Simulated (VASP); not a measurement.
Mo, 2 atoms in the cell. It takes space group P6_3/mmc (No. 194, hexagonal). The conventional cell has a = 2.685 Å, b = 2.685 Å, c = 4.781 Å, α = 90.00°, β = 90.00°, γ = 120.00°. Within 3.5 Å of Mo (site symmetry -6m2) lie 12 Mo at 2.69 to 2.85 Å. 

| Quantity | Value |
| --- | --- |
| Program | VASP 6.6.1 |
| Task | single point |
| Functional | r2SCAN |
| Potentials or basis | VASP PAW PBE potentials, release 64 (Mo_sv) |
| Cutoff | 520 eV |
| k mesh | 7 × 7 × 4 |
| Occupations | fermi-dirac, width 0.1 eV |
| Spin | no spin polarisation |
| Dipole correction | no |
| Further INCAR settings | ALGO = Normal; EDIFF = 1e-06; NBANDS = 21 |

Potentials or basis: VASP PAW PBE potentials, release 64 (Mo_sv).

Launch:

```bash
$ cat potpaw_PBE.64/Mo_sv/POTCAR > POTCAR
$ cp INCAR.step1 INCAR
$ mpirun -np 1 vasp_std > vasp.out
$ cp INCAR.step2 INCAR
$ mpirun -np 1 vasp_std > vasp.out
```

Hardware: 1 thread of AMD EPYC 9R45 96-Core Processor (Zen 5), with other jobs on the host.

Task: How long does it take, and how much memory?

Result: It took 44 s on 1 thread of AMD EPYC 9R45 96-Core Processor (Zen 5), on a shared host, peak memory 0.11 GiB. Counts: k points 24.
